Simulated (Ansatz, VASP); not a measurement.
## One calculation of Si2Mo, two programs

INCAR

```
PREC = Accurate
ENCUT = 520
EDIFF = 1E-7
ISMEAR = 0
SIGMA = 0.15
LREAL = F
LASPH = T
NELM = 80
ALGO = Normal
ISIF = 2
LWAVE = F
LCHARG = F
GGA = PS
NBANDS = 56
```

File KPOINTS:

```
regular mesh
0
Gamma
  15 15 3
```

The input POSCAR:

```
Si2Mo
1.0
   -3.1900701689      0.0000000000      0.0000000000
    0.0000000000     -3.1900701689      0.0000000000
    0.0000000000      0.0000000000     16.1427680287
Si Mo
8 4
Direct
    0.0000000000      0.0000000000      0.9290829480
    0.5000000000      0.5000000000      0.6868263536
    0.0000000000      0.0000000000      0.4445697591
    0.5000000000      0.5000000000      0.2023131647
    0.0000000000      0.0000000000      0.1198881059
    0.5000000000      0.5000000000      0.8466578891
    0.0000000000      0.0000000000      0.6044012947
    0.5000000000      0.5000000000      0.3621447003
    0.5000000000      0.5000000000      0.5244855269
    1.0000000000      1.0000000000      0.2822289325
    0.5000000000      0.5000000000      0.0399723381
    1.0000000000      1.0000000000      0.7667421213
```

Input for Ansatz:

```yaml
crystal:
  lattice:
    - [-3.1900701689, 0.0, 0.0]
    - [0.0, -3.1900701689, 0.0]
    - [0.0, 0.0, 16.1427680287]
  atoms:
    - { symbol: Si, position: [0.0, 0.0, 0.929082948] }
    - { symbol: Si, position: [0.5, 0.5, 0.6868263536] }
    - { symbol: Si, position: [0.0, 0.0, 0.4445697591] }
    - { symbol: Si, position: [0.5, 0.5, 0.2023131647] }
    - { symbol: Si, position: [0.0, 0.0, 0.1198881059] }
    - { symbol: Si, position: [0.5, 0.5, 0.8466578891] }
    - { symbol: Si, position: [0.0, 0.0, 0.6044012947] }
    - { symbol: Si, position: [0.5, 0.5, 0.3621447003] }
    - { symbol: Mo, position: [0.5, 0.5, 0.5244855269] }
    - { symbol: Mo, position: [1.0, 1.0, 0.2822289325] }
    - { symbol: Mo, position: [0.5, 0.5, 0.0399723381] }
    - { symbol: Mo, position: [1.0, 1.0, 0.7667421213] }
basis:
  ecutwfc: 420
kpoints:
  mp_grid: { grid: [15, 15, 3] }
hamiltonian:
  xc: pbesol
scf:
  occupations: { method: gaussian, width: 0.15 }
output:
  forces: true
  stress: true
  eigenvalues: true
```

Alike in both runs: task single point; functional PBEsol; k mesh 15 × 15 × 3; occupations gaussian, width 0.15 eV; no spin polarisation.

|  | VASP | Ansatz |
| --- | --- | --- |
| version | VASP 6.6.1 | Ansatz 0.2.0 |
| potentials or method | VASP PAW PBE potentials, release 64 (Si, Mo_sv), cutoff 520 eV | scalar-relativistic, plane waves, PAW |
| valence electrons in the cell | 88 | 88 |

|  | VASP | Ansatz | Ansatz less VASP |
| --- | --- | --- | --- |
| gap on the k mesh at the Fermi level (eV) | none | none | - |
| pressure (GPa) | -4.0 | -4.4 | -0.34 |
| traceless stress, the component that is largest in VASP (GPa) | -4.74 | -4.74 | -0.001 |
| rms of the force components (eV/Å) | 0.580 | 0.578 | -0.0018 |

VASP's potentials were made for PBE, not for PBEsol. Atom by atom the forces differ by 0.004 eV/Å (rms over components). A gap of «none» marks a metal or a gap that the smearing closes. With one functional, cell and mesh, what is left measures potentials, basis and numerics.
